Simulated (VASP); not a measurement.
# NbAs (P1) in VASP: single point with r2SCAN

Aim: the single point of NbAs with r2SCAN.

Everything below comes from runs of VASP 6.6.1. Logs are shortened: lines on timing, memory, paths and dates and some standing lists are left out, and cuts for length are marked.

**1. The cell of the first run**

The typed cell holds 2 atoms: a = 3.741 Å, b = 3.773 Å, c = 3.710 Å, α = 60.24°, β = 60.19°, γ = 60.14°.

**2. Single point, r2SCAN (atoms moved at random and the cell strained at random)**

Input file POSCAR:

```
NbAs
1.0
   -0.0065202078      2.6327335473      2.6572139456
    2.6600942364     -0.0245130294      2.6752067672
    2.6277213700      2.6183535025      0.0078598370
Nb As
1 1
Direct
    0.5075558839      0.5036695033      0.4959636947
   -0.0075558839     -0.0036695033      0.0040363053
```

Input file INCAR.step1:

```
PREC = Accurate
ENCUT = 520
ISMEAR = 0
SIGMA = 0.05
LREAL = False
LASPH = True
NELM = 100
NBANDS = 16
GGA = PE
ALGO = Normal
EDIFF = 1E-4
LWAVE = True
LCHARG = False
```

Input file INCAR.step2:

```
PREC = Accurate
ENCUT = 520
EDIFF = 1E-6
ISMEAR = 0
SIGMA = 0.05
LREAL = False
LASPH = True
NELM = 100
ALGO = Normal
ISIF = 2
LWAVE = False
LCHARG = True
METAGGA = R2SCAN
LMIXTAU = True
LELF = True
LVHAR = True
NBANDS = 16
ISTART = 1
```

Input file KPOINTS:

```
regular mesh
0
Gamma
  12 12 12
```

Potentials or basis: VASP PAW PBE potentials, release 64 (Nb_sv, As).

Command:

```sh
> cat potpaw_PBE.64/Nb_sv/POTCAR potpaw_PBE.64/As/POTCAR > POTCAR
> cp INCAR.step1 INCAR
> mpirun -np 1 vasp_std > vasp.out
> cp INCAR.step2 INCAR
> mpirun -np 1 vasp_std > vasp.out
```

OUTCAR:

```text
PREC = Accurate
   ENCUT = 520
   EDIFF = 1E-6
   ISMEAR = 0
   LREAL = False
   LASPH = True
   NELM = 100
   ISIF = 2
   METAGGA = R2SCAN
   ISTART = 1

 ion  position               nearest neighbor table
   1  0.508  0.504  0.496-   2 2.60   2 2.62   2 2.65   2 2.65   2 2.66   2 2.72
   2  0.992  0.996  0.004-   1 2.60   1 2.62   1 2.65   1 2.65   1 2.66   1 2.72

  Warning from LATTYP: Got some problem with cell dimensions!
  Tried to take original basis but could not verify dimensions!
  LATTYP: Found a triclinic cell.
 ALAT       =     3.7361092956
 B/A-ratio  =     1.0076223040
 C/A-ratio  =     0.9928910170
 COS(alpha) =     0.0035553583
 COS(beta)  =     0.4952332621
 COS(gamma) =     0.4987624706

  Lattice vectors:

 A1 = (  -2.6342415778,   0.0143800448,   2.6493541086)
 A2 = (  -2.6666144442,   2.6572465767,  -0.0179928216)
 A3 = (  -2.6277213700,  -2.6183535025,  -0.0078598370)

Analysis of symmetry for initial positions (statically):
=====================================================================
 Subroutine PRICEL returns:
 Original cell was already a primitive cell.

 Routine SETGRP: Setting up the symmetry group for a
 triclinic supercell.

 Subroutine GETGRP returns: Found  1 space group operations
 (whereof  1 operations were pure point group operations)
 out of a pool of  2 trial point group operations.

The static configuration has the point symmetry C_1 .

Analysis of symmetry for dynamics (positions and initial velocities):
=====================================================================
 Subroutine PRICEL returns:
 Original cell was already a primitive cell.

 Routine SETGRP: Setting up the symmetry group for a
 triclinic supercell.

 Subroutine GETGRP returns: Found  1 space group operations
 (whereof  1 operations were pure point group operations)
 out of a pool of  2 trial point group operations.

The dynamic configuration has the point symmetry C_1 .

 Subroutine INISYM returns: Found  1 space group operations
 (whereof  1 operations are pure point group operations),
 and found     1 'primitive' translations

----------------------------------------------------------------------------------------

                                     Primitive cell

  volume of cell :      37.1768
[... 78 lines left out ...]
   NGXF,Y,Z  is equivalent  to a cutoff of  24.89, 24.68, 25.10 a.u.
 SYSTEM =  unknown system
   PREC   = accura    normal or accurate (medium, high low for compatibility)
   ISTART =      1    job   : 0-new  1-cont  2-samecut
   ICHARG =      0    charge: 1-file 2-atom 10-const
   ISPIN  =      1    spin polarized calculation?
   LNONCOLLINEAR =      F non collinear calculations
   LSORBIT =      F    spin-orbit coupling
   LASPH  =      T    aspherical Exc in radial PAW
   ENCUT  =  520.0 eV  38.22 Ry    6.18 a.u.   6.96  7.01  6.90*2*pi/ulx,y,z
   NELM   =    100;   NELMIN=  2; NELMDL=  0     # of ELM steps
   EDIFF  = 0.1E-05   stopping-criterion for ELM
   LREAL  =      F    real-space projection
[... 7 lines left out ...]
   TEBEG  =    0.0;   TEEND  =   0.0 temperature during run
   PSTRESS=    0.0 pullay stress
   NELECT =      18.0000    total number of electrons
   NUPDOWN=      -1.0000    fix difference up-down
   EMIN   =  10.00;   EMAX   =-10.00  energy-range for DOS
   EFERMI =   0.00;   METHOD = LEGACY
   ISMEAR =     0;   SIGMA  =   0.05  broadening in eV -4-tet -1-fermi 0-gaus
   EFERMI_NEDOS =   21; number of points for ismear=-14 and -15
   IALGO  =     38    algorithm
   IMIX   =      4    mixing-type and parameters
     AMIX     =   0.40;   BMIX     =  1.00
     AMIX_MAG =   1.60;   BMIX_MAG =  1.00
  volume/ion in A,a.u.               =      18.59       125.44
  Fermi-wavevector in a.u.,A,eV,Ry     =   1.285509  2.429259 22.484076  1.652533
  Thomas-Fermi vector in A             =   2.417639
   LORBIT       =      0    0 simple, 1 ext, 2 COOP (PROOUT), +10 PAW based schemes
   METAGGA = R2SCAN    functional components
   LHFCALC =     F    Hartree Fock is set to
   AEXX    =    0.0000 exact exchange contribution
   IVDW    =     0    specifies the selected vdW correction
   LEPSILON=     F    determine dielectric tensor
   LRPA    =     F    only Hartree local field effects (RPA)
 non-spin polarized calculation
 Gauss-broadening in eV      SIGMA  =   0.05
  energy-cutoff  :      520.00
  volume of cell :       37.18
 maximum number of plane-waves:      1015
   NGX = 13   NGY = 13   NGZ = 13

 number of electron      18.0000000 magnetization

 Free energy of the ion-electron system (eV)
  ---------------------------------------------------
  ext. energy  EPLUGINS =         0.00000000
  ---------------------------------------------------
  free energy    TOTEN  =       -40.19939461 eV

  energy without entropy =      -40.19694755  energy(sigma->0) =      -40.19817108

 E-fermi :   9.5548     XC(G=0): -12.1962

 val. band max:        9.5546712981   @ k =   0.0000   0.3333   0.0000
 cond. band min:       9.5567736655   @ k =   0.5000  -0.0833   0.1667
 fundamental gap:      0.0021023674
 Fermi energy:         9.5547735643

 k-point     1 :       0.0000    0.0000    0.0000
  band No.  band energies     occupation
      1     -48.1783      2.00000
      2     -23.5066      2.00000
      3     -23.5027      2.00000
      4     -23.4974      2.00000
      5      -4.4891      2.00000
      6       7.9581      2.00000
[... 433 lines left out ...]
      3     -23.5278      2.00000
      4     -23.5258      2.00000
      5      -3.2493      2.00000
      6       4.0976      2.00000
[... 8 lines left out ...]
     15      17.9936      0.00000
     16      19.7579      0.00000

 [... further k-points ...]

------------------------ aborting loop because EDIFF is reached ----------------------------------------

  FORCE on cell =-STRESS in cart. coord.  units (eV):
  Direction    XX          YY          ZZ          XY          YZ          ZX
  --------------------------------------------------------------------------------------
  -------------------------------------------------------------------------------------
  Total       -0.7467798     -0.4917998     -0.8808600      0.0357060      0.0072151     -0.0481139
  in kB      -32.1833566    -21.1946931    -37.9616994      1.5387934      0.3109413     -2.0735272
  external PRESSURE =     -30.4465830 kB  Pullay stress =       0.0000000 kB

 VOLUME and BASIS-vectors are now :
 -----------------------------------------------------------------------------
  energy-cutoff  :      520.00
  volume of cell :       37.18
      direct lattice vectors                 reciprocal lattice vectors
    -0.006520208  2.632733547  2.657213946    -0.188419467  0.188525996  0.189082536
     2.660094236 -0.024513029  2.675206767     0.186590446 -0.187818001  0.186545521
     2.627721370  2.618353503  0.007859837     0.191201130  0.190599664 -0.188374542

 POSITION                                       TOTAL-FORCE (eV/Angst)
 -----------------------------------------------------------------------------------
      2.63975      2.62252      2.70000         0.010320     -0.111838     -0.299578
      2.65447      2.59899      5.30256        -0.010320      0.111838      0.299578
 -----------------------------------------------------------------------------------
    total drift:                               -0.000124      0.000160      0.000278

  FREE ENERGIE OF THE ION-ELECTRON SYSTEM (eV)
  ---------------------------------------------------
  free  energy   TOTEN  =       -40.1993946074 eV

  energy  without entropy=      -40.1969475514  energy(sigma->0) =      -40.19817108
```

OSZICAR.step1:

```text
N       E                     dE             d eps       ncg     rms          rms(c)
DAV:   1     0.139831740148E+03    0.13983E+03   -0.97856E+03 27808   0.110E+03
DAV:   2    -0.734348187174E+01   -0.14718E+03   -0.14197E+03 34536   0.362E+02
DAV:   3    -0.162962889314E+02   -0.89528E+01   -0.88020E+01 52416   0.666E+01
DAV:   4    -0.164439548323E+02   -0.14767E+00   -0.14751E+00 31432   0.792E+00
DAV:   5    -0.164474302442E+02   -0.34754E-02   -0.34747E-02 43848   0.124E+00    0.715E+00
DAV:   6    -0.153572274282E+02    0.10902E+01   -0.34371E+00 44424   0.152E+01    0.197E+00
DAV:   7    -0.153526568351E+02    0.45706E-02   -0.11550E-01 33336   0.307E+00    0.124E+00
DAV:   8    -0.153493537479E+02    0.33031E-02   -0.16817E-02 40968   0.949E-01    0.242E-01
DAV:   9    -0.153493249165E+02    0.28831E-04   -0.15022E-03 34264   0.249E-01    0.105E-01
DAV:  10    -0.153493905938E+02   -0.65677E-04   -0.14495E-04 25280   0.127E-01
   1 F= -.15349391E+02 E0= -.15347898E+02  d E =-.298422E-02
```

It took 40 min on 1 thread of Intel Xeon 8259CL, shared host; peak memory 0.62 GiB.

What came out:

| Property | Result |
| --- | --- |
| Free energy | -40.1994 eV |
| Pressure | -3.0 GPa |
| Largest force | 0.320 eV/Å |
| Band gap on the k mesh | zero (bands 9 and 10 overlap by 1.91 eV) |

Forces in eV/Å, atoms in the order of the input:
```
Nb   0.010 -0.112 -0.300
As  -0.010  0.112  0.300
```

Stress tensor (GPa, compression positive):
```
-3.22  0.15 -0.21
 0.15 -2.12  0.03
-0.21  0.03 -3.80
```

Levels at points of the mesh, in eV from the Fermi level:
```csv
k point,band 5,band 6,band 7,band 8,band 9,band 10,band 11,band 12,band 13,band 14
"(0.00, 0.00, 0.00)",-14.04,-1.60,-1.52,-1.45,-1.15,-0.96,-0.33,-0.19,-0.14,5.32
"(0.50, 0.00, 0.00)",-11.79,-7.16,-4.67,-4.55,0.61,0.70,1.58,3.55,6.66,6.69
"(0.00, 0.50, 0.00)",-11.84,-7.17,-4.56,-4.51,0.61,0.64,1.50,3.62,6.57,6.65
"(0.50, 0.50, 0.00)",-12.48,-5.22,-3.21,-2.34,-2.14,-0.01,1.32,1.34,2.50,4.39
"(0.00, 0.00, 0.50)",-11.75,-7.15,-4.71,-4.61,0.63,0.73,1.62,3.47,6.58,6.68
"(0.50, 0.00, 0.50)",-12.46,-5.17,-3.27,-2.35,-2.20,0.04,1.32,1.35,2.56,4.33
"(0.00, 0.50, 0.50)",-12.47,-5.19,-3.27,-2.31,-2.18,0.03,1.31,1.36,2.55,4.34
"(0.50, 0.50, 0.50)",-11.78,-7.15,-4.70,-4.57,0.60,0.73,1.60,3.52,6.61,6.73
```

Caveat: the cell differs from its parent crystal (atoms moved at random and the cell strained at random); the cell stands under tension; the PAW data sets were made with another functional, which shifts forces and pressure a little.
